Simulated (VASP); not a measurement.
The system is Bi3H.

```
Bi H
1.0
     4.58090    0.00000    0.00000
     0.00000    4.58090    0.00000
     0.00000    0.00000    4.58090
Bi H
3 1
Direct
  0.00000 0.50000 0.50000
  0.50000 0.00000 0.50000
  0.50000 0.50000 0.00000
  0.00000 0.00000 0.00000
```

```yaml
Program: VASP 6.6.1
Task: relaxation of cell and atoms
Functional: PBE
Potentials_or_basis: VASP PAW PBE potentials, release 64 (Bi_d, H)
Cutoff: 600 eV
k_mesh: 4 × 4 × 4
Occupations: gaussian, width 0.1 eV
Spin: no spin polarisation
```

At the start: pressure 6.1 GPa; volume 24.03 Å³/atom.

Q: How do energy, volume and symmetry change on relaxing?

A: Over 3 steps the energy falls by 42.9 meV/atom and the volume is 26.49 Å³/atom (+10.2 %); space group Pm-3m (No. 221, to 0.05 Å).

Step by step:
```csv
step,energy change (eV),largest force (eV/Å),pressure (GPa),volume (Å³)
1,0.0000,0.0000,6.08,96.13
2,-0.1559,0.0000,-1.44,109.39
3,-0.1715,0.0000,0.02,105.98
```

Final structure:
```
Bi H
1.0
     4.73226    0.00000    0.00000
     0.00000    4.73226    0.00000
     0.00000    0.00000    4.73226
Bi H
3 1
Direct
  0.00000 0.50000 0.50000
  0.50000 0.00000 0.50000
  0.50000 0.50000 0.00000
  0.00000 0.00000 0.00000
```
